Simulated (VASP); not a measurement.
Set up this calculation in VASP 6.6.1, as the native input.

```
Task                   : relaxation of cell and atoms
Functional             : PBE
Potentials or basis    : VASP PAW PBE potentials, release 64 (Li_sv, Hg, S)
Cutoff                 : 600 eV
k mesh                 : 6 × 6 × 4
Occupations            : gaussian, width 0.1 eV
Spin                   : no spin polarisation
Dipole correction      : no
Further INCAR settings : ALGO = Normal; EDIFF = 1e-06; IBRION = 2; EDIFFG = -0.04; NSW = 90; ISIF = 3
```

The structure of LiHgS lies in POSCAR:

```
LiHgS
1.0
    3.4963915900      0.0000000000      0.0000000000
    0.0000000000      3.4963915900      0.0000000000
    0.0000000000      0.0000000000      6.2343297600
Li Hg S
1 1 1
Direct
    0.5000000000      0.5000000000      0.5000000000
    0.0000000000      0.0000000000      0.0000000000
    0.0000000000      0.0000000000      0.5000000000
```

One way to write it, as run:

INCAR

```
SYSTEM = LiHgS
PREC = Accurate ; ENCUT = 600
EDIFF = 1E-6 ; ISMEAR = 0
SIGMA = 0.1 ; LREAL = .False.
LASPH = .True. ; NELM = 100
ALGO = Normal ; ISIF = 3
LWAVE = .False. ; LCHARG = .False.
GGA = PE ; IBRION = 2
NSW = 90 ; EDIFFG = -0.04
```

KPOINTS

```
Automatic mesh
0
Gamma
  6 6 4
  0 0 0
```

Potentials or basis: VASP PAW PBE potentials, release 64 (Li_sv, Hg, S).

Run with:

```console
$ cat potpaw_PBE.64/Li_sv/POTCAR potpaw_PBE.64/Hg/POTCAR potpaw_PBE.64/S/POTCAR > POTCAR
$ mpirun -np 1 vasp_std > vasp.out
```

Results of the run:

* Relaxed volume: 22.72 Å³/atom
* Relaxed cell: a = 3.597 Å, b = 3.597 Å, c = 5.267 Å, α = 90.00°, β = 90.00°, γ = 90.00°
* Space group after relaxing (to 0.05 Å): P4/mmm (No. 123)
* Energy gained by relaxing: 110.8 meV/atom
* Ionic steps: 9
* Pressure after relaxing: 0.1 GPa

Caveat: the cutoff is under 1.25 times the usual one of these potentials, so pressure, stress and relaxed cells hold a basis-set (Pulay) error.

Wall time 75 s on 1 thread of Intel(R) Xeon(R) 6975P-C (Granite Rapids), with other jobs on the host, peak memory 0.23 GiB.
